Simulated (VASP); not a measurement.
Write the native input for VASP 6.6.1 that does the following.

| Item | Value |
| --- | --- |
| Task | single point |
| Functional | PBE |
| Potentials or basis | VASP PAW PBE potentials, release 64 (Zr_sv) |
| Cutoff | 520 eV |
| k mesh | 14 × 14 × 14 |
| Occupations | fermi-dirac, width 0.08 eV |
| Spin | no spin polarisation |
| Dipole correction | no |
| Further INCAR settings | ALGO = Normal; EDIFF = 1e-07; NBANDS = 12 |

The structure of Zr lies in POSCAR:

```
Zr
1.0
   -1.7947891968      1.7947891968      1.7947891968
    1.7947891968     -1.7947891968      1.7947891968
    1.7947891968      1.7947891968     -1.7947891968
Zr
1
Direct
    0.0000000000      0.0000000000      0.0000000000
```

This cell differs from its parent crystal: volume scaled by 0.975.

One way to write it, as run:

INCAR

```
SYSTEM = Zr
ALGO = Normal
EDIFF = 1E-7
ENCUT = 520
GGA = PE
ISIF = 2
ISMEAR = -1
LASPH = .True.
LCHARG = .False.
LREAL = .False.
LWAVE = .False.
NBANDS = 12
NELM = 80
PREC = Accurate
SIGMA = 0.08
```

KPOINTS

```
k-points
0
Gamma
  14 14 14
  0 0 0
```

Potentials or basis: VASP PAW PBE potentials, release 64 (Zr_sv).

Launch:

```bash
$ cat potpaw_PBE.64/Zr_sv/POTCAR > POTCAR
$ mpirun -np 1 vasp_std > vasp.out
```

It gave:

* Pressure: -1.0 GPa
* Band gap on the k mesh: zero (band 6 reaches 9.91 eV, above the bottom of band 7 at 8.15 eV)

Run time: 11 s on 1 thread of Intel(R) Xeon(R) Platinum 8488C (Sapphire Rapids), with other jobs on the host, peak memory 0.15 GiB.
